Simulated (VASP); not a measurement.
# Bi2Se3 (R-3m) in VASP: notebook

The runs below take Bi2Se3 through single point, with PBE+D3(BJ).

Program: VASP 6.6.1. These are calculated values, not measurements. Logs are shortened: lines on timing, memory, paths and dates and some standing lists are left out, and cuts for length are marked.

### 1 The cell of the first run

It takes space group R-3m (No. 166, trigonal). Conventional cell: a = 4.073 Å, b = 4.073 Å, c = 28.151 Å, α = 90.00°, β = 90.00°, γ = 120.00°. Within 3.7 Å of Bi (site symmetry 3m) lie 6 Se at 2.80 to 3.02 Å. Within 4.2 Å of Se (site symmetry -3m) lie 6 Bi at 3.02 Å and 12 Se at 4.07 to 4.15 Å. Within 3.7 Å of Se (site symmetry 3m) lie 3 Bi at 2.80 Å and 3 Se at 3.46 Å.

### 2 Single point, PBE+D3(BJ)

INCAR reads:

```
ALGO = Normal ; EDIFF = 1E-6
ENCUT = 520 ; GGA = PE
ISIF = 2 ; ISMEAR = 0
IVDW = 12 ; LASPH = T
LCHARG = F ; LREAL = F
LWAVE = F ; NBANDS = 32
NELM = 60 ; PREC = Accurate
SIGMA = 0.01
```

KPOINTS reads:

```
k-points
0
Gamma
  5 5 5
```

POSCAR reads:

```
Bi2Se3
1.0
    2.0363830464      1.1757062974      9.3835167587
   -2.0363830464      1.1757062974      9.3835167587
    0.0000000000     -2.3514126047      9.3835167587
Bi Se
2 3
Direct
    0.4008000000      0.4008000000      0.4008000000
    0.5992000000      0.5992000000      0.5992000000
    0.0000000000      0.0000000000      0.0000000000
    0.2117000000      0.2117000000      0.2117000000
    0.7883000000      0.7883000000      0.7883000000
```

Potentials or basis: VASP PAW PBE potentials, release 64 (Bi_d, Se).

Launch:

```sh
$ cat potpaw_PBE.64/Bi_d/POTCAR potpaw_PBE.64/Se/POTCAR > POTCAR
$ mpirun -np 1 vasp_std > vasp.out
```

OUTCAR:

```text
EDIFF = 1E-6
   ENCUT = 520
   GGA = PE
   ISIF = 2
   ISMEAR = 0
   IVDW = 12
   LASPH = T
   LREAL = F
   NELM = 60
   PREC = Accurate
 IVDW          = 12

 ion  position               nearest neighbor table
   1  0.401  0.401  0.401-   5 2.80   5 2.80   5 2.80   3 3.02   3 3.02   3 3.02
   2  0.599  0.599  0.599-   4 2.80   4 2.80   4 2.80   3 3.02   3 3.02   3 3.02
   3  0.000  0.000  0.000-   2 3.02   2 3.02   1 3.02   1 3.02   2 3.02   1 3.02
   4  0.212  0.212  0.212-   2 2.80   2 2.80   2 2.80
   5  0.788  0.788  0.788-   1 2.80   1 2.80   1 2.80

  LATTYP: Found a trigonal (rhomboedric) cell.
 ALAT       =     9.6736512223
 COS(alpha) =     0.9113725832

  Lattice vectors:

 A1 = (   2.0363830464,   1.1757062974,   9.3835167587)
 A2 = (  -2.0363830464,   1.1757062974,   9.3835167587)
 A3 = (   0.0000000000,  -2.3514126047,   9.3835167587)

Analysis of symmetry for initial positions (statically):
=====================================================================
 Subroutine PRICEL returns:
 Original cell was already a primitive cell.

 Routine SETGRP: Setting up the symmetry group for a
 trigonal (rhombohedral) supercell.

 Subroutine GETGRP returns: Found 12 space group operations
 (whereof 12 operations were pure point group operations)
 out of a pool of 12 trial point group operations.

The static configuration has the point symmetry D_3d.

Analysis of symmetry for dynamics (positions and initial velocities):
=====================================================================
 Subroutine PRICEL returns:
 Original cell was already a primitive cell.

 Routine SETGRP: Setting up the symmetry group for a
 trigonal (rhombohedral) supercell.

 Subroutine GETGRP returns: Found 12 space group operations
 (whereof 12 operations were pure point group operations)
 out of a pool of 12 trial point group operations.

The dynamic configuration has the point symmetry D_3d.

 Subroutine INISYM returns: Found 12 space group operations
 (whereof 12 operations are pure point group operations),
 and found     1 'primitive' translations

----------------------------------------------------------------------------------------

                                     Primitive cell

  volume of cell :     134.7954

  direct lattice vectors                    reciprocal lattice vectors
     2.036383046  1.175706297  9.383516759     0.245533374  0.141758759  0.035523284
    -2.036383046  1.175706297  9.383516759    -0.245533374  0.141758759  0.035523284
     0.000000000 -2.351412605  9.383516759     0.000000000 -0.283517519  0.035523284

  length of vectors
     9.673651222  9.673651222  9.673651224     0.285734295  0.285734295  0.285734295

  position of ions in fractional coordinates (direct lattice)
     0.400800000  0.400800000  0.400800000
     0.599200000  0.599200000  0.599200000
     0.000000000  0.000000000  0.000000000
     0.211700000  0.211700000  0.211700000
     0.788300000  0.788300000  0.788300000

  ion indices of the primitive-cell ions
   primitive index   ion index
                 1           1
                 2           2
                 3           3
                 4           4
                 5           5

----------------------------------------------------------------------------------------

 KPOINTS: k-points

Automatic generation of k-mesh.
 Grid dimensions read from file:
 generate k-points for:    5    5    5

 Generating k-lattice:

  Cartesian coordinates                     Fractional coordinates (reciprocal lattice)
     0.049106675  0.028351752  0.007104657     0.200000000  0.000000000  0.000000000
    -0.049106675  0.028351752  0.007104657     0.000000000  0.200000000  0.000000000
     0.000000000 -0.056703504  0.007104657     0.000000000  0.000000000  0.200000000

  Length of vectors
     0.057146859  0.057146859  0.057146859

  Shift w.r.t. Gamma in fractional coordinates (k-lattice)
     0.000000000  0.000000000  0.000000000

 Subroutine IBZKPT returns following result:
 ===========================================

 Found     19 irreducible k-points:

 Following reciprocal coordinates:
            Coordinates               Weight
  0.000000  0.000000  0.000000      1.000000
  0.200000 -0.000000  0.000000      6.000000
  0.400000  0.000000  0.000000      6.000000
  0.200000  0.200000  0.000000      6.000000
  0.400000  0.200000  0.000000     12.000000
 -0.400000  0.200000 -0.000000     12.000000
[... 11 lines left out ...]
  0.400000  0.400000  0.400000      2.000000
 -0.400000  0.400000  0.400000      6.000000
   k-points           NKPTS =     19   k-points in BZ     NKDIM =     19   number of bands    NBANDS=     32
   number of dos      NEDOS =    301   number of ions     NIONS =      5
   total plane-waves  NPLWV = 373248
   dimension x,y,z NGX =    72 NGY =   72 NGZ =   72
   dimension x,y,z NGXF=   144 NGYF=  144 NGZF=  144
   ions per type =               2   3
   NGX,Y,Z   is equivalent  to a cutoff of  12.37, 12.37, 12.37 a.u.
   NGXF,Y,Z  is equivalent  to a cutoff of  24.75, 24.75, 24.75 a.u.
 SYSTEM =  unknown system
   PREC   = accura    normal or accurate (medium, high low for compatibility)
   ISTART =      0    job   : 0-new  1-cont  2-samecut
   ICHARG =      2    charge: 1-file 2-atom 10-const
   ISPIN  =      1    spin polarized calculation?
   LNONCOLLINEAR =      F non collinear calculations
   LSORBIT =      F    spin-orbit coupling
   LASPH  =      T    aspherical Exc in radial PAW
   ENCUT  =  520.0 eV  38.22 Ry    6.18 a.u.  17.99 17.99 17.99*2*pi/ulx,y,z
   NELM   =     60;   NELMIN=  2; NELMDL= -5     # of ELM steps
   EDIFF  = 0.1E-05   stopping-criterion for ELM
   LREAL  =      F    real-space projection
   EDIFFG = 0.1E-04   stopping-criterion for IOM
   NSW    =      0    number of steps for IOM
   IBRION =     -1    ionic relax: 0-MD 1-quasi-New 2-CG
   NFREE  =      0    steps in history (QN), initial steepest desc. (CG)
   ISIF   =      2    stress and relaxation
   ISYM   =      2    0-nonsym 1-usesym 2-fastsym
   POTIM  = 0.5000    time-step for ionic-motion
   TEBEG  =    0.0;   TEEND  =   0.0 temperature during run
   PSTRESS=    0.0 pullay stress
   NELECT =      48.0000    total number of electrons
   NUPDOWN=      -1.0000    fix difference up-down
   EMIN   =  10.00;   EMAX   =-10.00  energy-range for DOS
   EFERMI =   0.00;   METHOD = LEGACY
   ISMEAR =     0;   SIGMA  =   0.01  broadening in eV -4-tet -1-fermi 0-gaus
   EFERMI_NEDOS =   21; number of points for ismear=-14 and -15
   IALGO  =     38    algorithm
   IMIX   =      4    mixing-type and parameters
     AMIX     =   0.40;   BMIX     =  1.00
     AMIX_MAG =   1.60;   BMIX_MAG =  1.00
  volume/ion in A,a.u.               =      26.96       181.93
  Fermi-wavevector in a.u.,A,eV,Ry     =   1.160371  2.192783 18.319710  1.346461
  Thomas-Fermi vector in A             =   2.296954
   LORBIT       =      0    0 simple, 1 ext, 2 COOP (PROOUT), +10 PAW based schemes
   GGA     = PE    functional components
   LHFCALC =     F    Hartree Fock is set to
   AEXX    =    0.0000 exact exchange contribution
   IVDW    =    12    specifies the selected vdW correction
   LEPSILON=     F    determine dielectric tensor
   LRPA    =     F    only Hartree local field effects (RPA)
 non-spin polarized calculation
 Gauss-broadening in eV      SIGMA  =   0.01
  energy-cutoff  :      520.00
  volume of cell :      134.80
 maximum number of plane-waves:      3650
   NGX = 35   NGY = 35   NGZ = 35

 number of electron      47.9999996 magnetization

 Free energy of the ion-electron system (eV)
  ---------------------------------------------------
  ext. energy  EPLUGINS =         0.00000000
  ---------------------------------------------------
  free energy    TOTEN  =       -19.96863177 eV

  energy without entropy =      -19.96863177  energy(sigma->0) =      -19.96863177

 E-fermi :   5.6773     XC(G=0):  -9.7337

 val. band max:        5.6203784649   @ k =   0.0000   0.0000   0.0000
 cond. band min:       5.8003359467   @ k =   0.0000   0.0000   0.0000
 fundamental gap:      0.1799574818
 Fermi energy:         5.6773046469

 k-point     1 :       0.0000    0.0000    0.0000
  band No.  band energies     occupation
      1     -17.5988      2.00000
      2     -17.5988      2.00000
      3     -17.5963      2.00000
      4     -17.5963      2.00000
      5     -17.5833      2.00000
      6     -17.5802      2.00000
[... 24 lines left out ...]
     31      11.3317      0.00000
     32      12.5273      0.00000

 k-point     2 :       0.2000   -0.0000    0.0000
  band No.  band energies     occupation
      1     -17.6069      2.00000
      2     -17.6030      2.00000
      3     -17.5892      2.00000
      4     -17.5868      2.00000
      5     -17.5794      2.00000
      6     -17.5748      2.00000
[... 24 lines left out ...]
     31      10.3182      0.00000
     32      11.5518      0.00000

 k-point     3 :       0.4000    0.0000    0.0000
  band No.  band energies     occupation
      1     -17.6229      2.00000
      2     -17.6161      2.00000
      3     -17.5868      2.00000
      4     -17.5831      2.00000
      5     -17.5811      2.00000
      6     -17.5781      2.00000
[... 24 lines left out ...]
     31      10.2273      0.00000
     32      11.8999      0.00000

 k-point     4 :       0.2000    0.2000    0.0000
  band No.  band energies     occupation
      1     -17.6069      2.00000
      2     -17.6029      2.00000
      3     -17.5892      2.00000
      4     -17.5868      2.00000
      5     -17.5795      2.00000
      6     -17.5748      2.00000
[... 24 lines left out ...]
     31      10.4617      0.00000
     32      11.4616      0.00000

 k-point     5 :       0.4000    0.2000    0.0000
  band No.  band energies     occupation
      1     -17.6122      2.00000
      2     -17.6082      2.00000
      3     -17.5880      2.00000
      4     -17.5848      2.00000
      5     -17.5789      2.00000
      6     -17.5785      2.00000
[... 409 lines left out ...]
     31      10.6357      0.00000
     32      12.3493      0.00000

 k-point    17 :      -0.4000   -0.4000    0.2000
  band No.  band energies     occupation
      1     -17.6227      2.00000
      2     -17.6163      2.00000
      3     -17.5868      2.00000
      4     -17.5831      2.00000
      5     -17.5812      2.00000
      6     -17.5780      2.00000
[... 24 lines left out ...]
     31      10.9220      0.00000
     32      11.7889      0.00000

 k-point    18 :       0.4000    0.4000    0.4000
  band No.  band energies     occupation
      1     -17.5988      2.00000
      2     -17.5988      2.00000
      3     -17.5963      2.00000
      4     -17.5963      2.00000
      5     -17.5831      2.00000
      6     -17.5804      2.00000
[... 24 lines left out ...]
     31      11.2874      0.00000
     32      12.2037      0.00000

 k-point    19 :      -0.4000    0.4000    0.4000
  band No.  band energies     occupation
      1     -17.6068      2.00000
      2     -17.6030      2.00000
      3     -17.5892      2.00000
      4     -17.5868      2.00000
      5     -17.5794      2.00000
      6     -17.5748      2.00000
[... 24 lines left out ...]
     31      10.6278      0.00000
     32      11.9085      0.00000

------------------------ aborting loop because EDIFF is reached ----------------------------------------

 Edisp (eV)   -2.11180

 E8    (eV) :    -0.9554

  FORCE on cell =-STRESS in cart. coord.  units (eV):
  Direction    XX          YY          ZZ          XY          YZ          ZX
  --------------------------------------------------------------------------------------
  -------------------------------------------------------------------------------------
  Total       3.20236     3.20236     3.13472     0.00000    -0.00000     0.00000
  in kB      38.06324    38.06324    37.25925     0.00000    -0.00000     0.00000
  external pressure =       37.80 kB  Pullay stress =        0.00 kB

 VOLUME and BASIS-vectors are now :
 -----------------------------------------------------------------------------
  energy-cutoff  :      520.00
  volume of cell :      134.80
      direct lattice vectors                 reciprocal lattice vectors
     2.036383046  1.175706297  9.383516759     0.245533374  0.141758759  0.035523284
    -2.036383046  1.175706297  9.383516759    -0.245533374  0.141758759  0.035523284
     0.000000000 -2.351412605  9.383516759     0.000000000 -0.283517519  0.035523284

 POSITION                                       TOTAL-FORCE (eV/Angst)
 -----------------------------------------------------------------------------------
      0.00000     -0.00000     11.28274         0.000000      0.000000     -0.383098
      0.00000     -0.00000     16.86781         0.000000     -0.000000      0.383098
      0.00000      0.00000      0.00000         0.000000     -0.000000      0.000000
      0.00000     -0.00000      5.95947         0.000000      0.000000     -0.620241
      0.00000     -0.00000     22.19108         0.000000     -0.000000      0.620241
 -----------------------------------------------------------------------------------
    total drift:                                0.000000      0.000000      0.000000

  FREE ENERGIE OF THE ION-ELECTRON SYSTEM (eV)
  ---------------------------------------------------
  free  energy   TOTEN  =       -22.0804276646 eV

  energy  without entropy=      -22.0804276646  energy(sigma->0) =      -22.08042766
```

Wall time 8.5 min (1 thread of Intel Xeon Platinum 8259CL at 2.50GHz (Skylake/Cascade Lake), shared host); peak memory 0.72 GiB.

What came out:

```
Free energy                : -22.0804 eV
Pressure                   : 3.8 GPa
Largest force              : 0.620 eV/Å
Band gap on the k mesh     : 0.18 eV
Dispersion energy per atom : -0.422 eV
```

Forces in eV/Å, atoms in the order of the input:
```
Bi   0.000  0.000 -0.383
Bi   0.000  0.000  0.383
Se   0.000  0.000  0.000
Se   0.000  0.000 -0.620
Se   0.000  0.000  0.620
```

Caveat: the cell stands under pressure; spin-orbit coupling is left out, which moves the levels of the heavy elements. A k mesh can miss the band edges.

### 3 Single point, PBE+D3(BJ)

This run uses another cell than the first one, of 27.67 Å³/atom.

INCAR reads:

```
PREC = Accurate
ENCUT = 520
EDIFF = 1E-7
ISMEAR = 0
SIGMA = 0.01
LREAL = False
LASPH = True
NELM = 100
ALGO = Normal
ISIF = 2
LWAVE = False
LCHARG = False
GGA = PE
IVDW = 12
NBANDS = 32
```

KPOINTS reads:

```
regular mesh
0
Gamma
  5 5 5
```

POSCAR: that of step 2 with these lines changed.

```diff
@@ -2,5 +2,5 @@
 1.0
-    2.0363830464      1.1757062974      9.3835167587
-   -2.0363830464      1.1757062974      9.3835167587
-    0.0000000000     -2.3514126047      9.3835167587
+    2.0540916139      1.1859303436      9.4651166524
+   -2.0540916139      1.1859303436      9.4651166524
+    0.0000000000     -2.3718606972      9.4651166524
 Bi Se
```

Potentials or basis: VASP PAW PBE potentials, release 64 (Bi_d, Se).

Launch:

```sh
$ cat potpaw_PBE.64/Bi_d/POTCAR potpaw_PBE.64/Se/POTCAR > POTCAR
$ mpirun -np 1 vasp_std > vasp.out
```

It took 13 min on 1 thread of Intel Xeon Platinum 8259CL at 2.50GHz (Skylake/Cascade Lake), shared host; peak memory 0.9 GiB.

It converged, with:

```yaml
Free_energy: -22.1429 eV
Pressure: 1.8 GPa
Largest_force: 0.397 eV/Å
Band_gap_on_the_k_mesh: 0.20 eV
Dispersion_energy_per_atom: -0.411 eV
```

Forces in eV/Å, atoms in the order of the input:
```
Bi   0.000  0.000 -0.297
Bi   0.000  0.000  0.297
Se   0.000  0.000  0.000
Se   0.000  0.000 -0.397
Se   0.000  0.000  0.397
```

Levels at points of the mesh, in eV from the valence-band top:
```tsv
k point	band 22	band 23	band 24	band 25	band 26	band 27
(0.00, 0.00, 0.00)	-1.29	-1.29	0.00	0.20	1.37	1.37
```

Caveat: spin-orbit coupling is left out, which moves the levels of the heavy elements.
